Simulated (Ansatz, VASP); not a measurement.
# Two plane-wave programs on MgAg2F6

```
CELL_PARAMETERS angstrom
0.00000 4.03360 4.03360
4.03360 0.00000 4.03360
4.03360 4.03360 0.00000
ATOMIC_POSITIONS crystal
Mg 0.00000 0.00000 0.00000
Ag 0.25000 0.25000 0.25000
Ag 0.75000 0.75000 0.75000
F 0.77515 0.22485 0.22485
F 0.22485 0.77515 0.77515
F 0.22485 0.77515 0.22485
F 0.77515 0.22485 0.77515
F 0.22485 0.22485 0.77515
F 0.77515 0.77515 0.22485
```

Change from the starting cell: species swapped into the Tl2CrF6 type (Fm-3m, No. 225).

Alike in both runs: task single point; functional PBE; k mesh 4 × 4 × 4; occupations gaussian, width 0.1 eV; no spin polarisation.

|  | VASP | Ansatz |
| --- | --- | --- |
| version | VASP 6.6.1 | Ansatz 0.2.0 |
| potentials or method | VASP PAW PBE potentials, release 64 (Mg, Ag, F), cutoff 520 eV | scalar-relativistic, plane waves, PAW |
| valence electrons in the cell | 66 | 90 |

Ansatz gave:

| Property | Result |
| --- | --- |
| gap on the k mesh at the Fermi level (eV) | none |
| pressure (GPa) | 3.3 |
| rms of the force components (eV/Å) | 1.056 |

Problem. Estimate VASP's values.

Solution. gap on the k mesh at the Fermi level (eV): none; pressure (GPa): 3.1; rms of the force components (eV/Å): 1.060.

Atom by atom the forces differ by 0.003 eV/Å (rms over components). A gap of «none» marks a metal or a gap that the smearing closes. VASP's potentials hold 66 valence electrons a cell and Ansatz's 90, so a difference there can come from the potentials and not from the codes.
